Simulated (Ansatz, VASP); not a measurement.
# Two plane-wave programs on FeCuSO

File INCAR:

```
PREC = Accurate
ENCUT = 520
EDIFF = 1E-8
ISMEAR = -1
SIGMA = 0.05
LREAL = F
LASPH = T
NELM = 150
ALGO = Normal
ISIF = 2
LWAVE = F
LCHARG = F
ISPIN = 2
MAGMOM = -5 5 0 0 0 0 0 0
LORBIT = 11
LMAXMIX = 4
LDAU = T
LDAUTYPE = 2
LDAUL = 2 -1 -1 -1
LDAUU = 5 0 0 0
LDAUJ = 0 0 0 0
LDAUPRINT = 1
GGA = PE
LEFG = T
NBANDS = 45
KPAR = 4
```

The input KPOINTS:

```
Automatic mesh
0
Gamma
  9 9 4
```

File POSCAR:

```
FeCuSO
1.0
    3.8219000000      0.0000000000      0.0000000000
    0.0000000000      3.8219000000      0.0000000000
    0.0000000000      0.0000000000      8.6450000000
Fe Cu S O
2 2 2 2
Direct
    0.5000000000      0.5000000000      0.0000000000
    0.0000000000      0.0000000000      0.0000000000
    0.0000000000      0.0000000000      0.5000000000
    0.5000000000      0.5000000000      0.5000000000
    0.5000000000      0.0000000000      0.3439435601
    0.0000000000      0.5000000000      0.6560564399
    0.5000000000      0.0000000000      0.9313197926
    0.0000000000      0.5000000000      0.0686802074
```

Input for Ansatz:

```yaml
crystal:
  lattice:
    - [3.8219, 0.0, 0.0]
    - [0.0, 3.8219, 0.0]
    - [0.0, 0.0, 8.645]
  atoms:
    - { symbol: Fe, position: [0.5, 0.5, 0.0], spin: -5.0 }
    - { symbol: Fe, position: [0.0, 0.0, 0.0], spin: 5.0 }
    - { symbol: Cu, position: [0.0, 0.0, 0.5] }
    - { symbol: Cu, position: [0.5, 0.5, 0.5] }
    - { symbol: S, position: [0.5, 0.0, 0.3439435601] }
    - { symbol: S, position: [0.0, 0.5, 0.6560564399] }
    - { symbol: O, position: [0.5, 0.0, 0.9313197926] }
    - { symbol: O, position: [0.0, 0.5, 0.0686802074] }
magnetization:
  spin_polarized: true
kpoints:
  mp_grid: { grid: [9, 9, 4] }
scf:
  occupations: { method: fermi_dirac, width: 0.05 }
hamiltonian:
  xc: pbe
  pseudopotentials: { kind: paw }
  hubbard: [{ species: Fe, l: d, u_eff: 5.0 }]
output:
  forces: true
  stress: true
  populations: true
  efg:
    quadrupole_moments_barn: { Fe: 0.16, Cu: -0.22, S: -0.0694, O: -0.02558 }
    contact_densities: true
```

Alike in both runs: task electric field gradients; functional PBE; k mesh 9 × 9 × 4; occupations fermi-dirac, width 0.05 eV; collinear spin; Hubbard terms Fe d U = 5.0 eV.

|  | VASP | Ansatz |
| --- | --- | --- |
| version | VASP 6.6.1 | Ansatz 0.2.0 |
| potentials or method | VASP PAW PBE potentials, release 64 (Fe, Cu, S, O) | plane-wave PAW, scalar-relativistic |
| plane-wave cutoff (eV) | 520 | 420 |
| valence electrons in the cell | 62 | 94 |

Ansatz gave:

```
pressure (GPa)                                                : 3.6
traceless stress, the component that is largest in VASP (GPa) : -4.61
rms of the force components (eV/Å)                            : 0.171
net moment per atom (μB)                                      : 0.00
size of the moment on the site where the two differ most (μB) : 3.33
size of Vzz on the site where it differs most (V/Å²)          : 81.0
```

Question: Estimate VASP's values.

Answer: Pressure (GPa): 2.1; traceless stress, the component that is largest in VASP (GPa): -3.95; rms of the force components (eV/Å): 0.168; net moment per atom (μB): 0.00; size of the moment on the site where the two differ most (μB): 3.79; size of Vzz on the site where it differs most (V/Å²): 69.3.

Site moments also hang on the region over which each program counts them. The programs project onto different local orbitals, so the same U acts differently, and such runs can settle in different states. Atom by atom the forces differ by 0.116 eV/Å (rms over components). VASP's potentials hold 62 valence electrons a cell and Ansatz's 94, so a difference there can come from the potentials and not from the codes. Ansatz's warnings: filled band counts differ across k points, given moment on shells, look outside group, minimisation memory short.
